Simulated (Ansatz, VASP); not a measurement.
# Two plane-wave programs on Y

```xyz
1
Lattice="0.0000 2.4933 2.4933 2.4933 0.0000 2.4933 2.4933 2.4933 0.0000" Properties=species:S:1:pos:R:3 pbc="T T T"
Y     0.0000    0.0000    0.0000
```

Change from the starting cell: volume scaled by 1.01, PAW files.

Alike in both runs: task electric field gradients; functional LDA; k mesh 13 × 13 × 13; occupations fermi-dirac, width 0.05 eV; no spin polarisation.

|  | VASP | Ansatz |
| --- | --- | --- |
| version | VASP 6.6.1 | Ansatz 0.2.0 |
| potentials or method | VASP PAW LDA potentials, release 64 (Y_sv) | PAW with Ansatz's default frozen-core files, scalar-relativistic |
| plane-wave cutoff (eV) | 520 | 420 |
| valence electrons in the cell | 11 | 11 |

|  | VASP | Ansatz | Ansatz less VASP |
| --- | --- | --- | --- |
| pressure (GPa) | -2.2 | -2.1 | +0.12 |

LDA's correlation is that of Perdew and Zunger in VASP and of Perdew and Wang (1992) in Ansatz.
